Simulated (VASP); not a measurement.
Write the native input for VASP 6.6.1 that does the following.

```yaml
Task: single point
Functional: PBEsol
Potentials_or_basis: VASP PAW PBE potentials, release 64 (Pb_d, Se)
Cutoff: 520 eV
k_mesh: 10 × 10 × 10
Occupations: gaussian, width 0.05 eV
Spin: no spin polarisation
Dipole_correction: no
Further_INCAR_settings: ALGO = Normal; EDIFF = 1e-07; NBANDS = 17
```

The structure of PbSe lies in POSCAR:

```
PbSe
1.0
    0.0000000000      3.0514720916      3.0514720916
    3.0514720916      0.0000000000      3.0514720916
    3.0514720916      3.0514720916      0.0000000000
Pb Se
1 1
Direct
    0.5000000000      0.5000000000      0.5000000000
    0.0000000000      0.0000000000      0.0000000000
```

The input as run:

INCAR

```
PREC     = Accurate       # precision mode
ENCUT    = 520            # plane-wave cutoff, eV
EDIFF    = 1E-7           # SCF threshold, eV
ISMEAR   = 0              # smearing method
SIGMA    = 0.05           # smearing width, eV
LREAL    = F              # projectors in reciprocal space
LASPH    = T              # aspherical terms in the spheres
NELM     = 60             # most SCF steps
ALGO     = Normal         # electronic algorithm
ISIF     = 2              # what is computed and relaxed
LWAVE    = F              # write WAVECAR
LCHARG   = F              # write CHGCAR
GGA      = PS             # functional
NBANDS   = 17             # bands
```

KPOINTS

```
regular mesh
0
Gamma
  10 10 10
```

Potentials or basis: VASP PAW PBE potentials, release 64 (Pb_d, Se).

Command:

```bash
$ cat potpaw_PBE.64/Pb_d/POTCAR potpaw_PBE.64/Se/POTCAR > POTCAR
$ mpirun -np 1 vasp_std > vasp.out
```

Results of the run:

* Pressure: 0.0 GPa
* Band gap on the k mesh: 0.17 eV

Caveat: the PAW data sets were made with another functional, which shifts forces and pressure a little; spin-orbit coupling is left out, which moves the levels of the heavy elements.

Wall time 80 s on 1 thread of Intel Xeon 8259CL, on a shared host, peak memory 0.17 GiB.
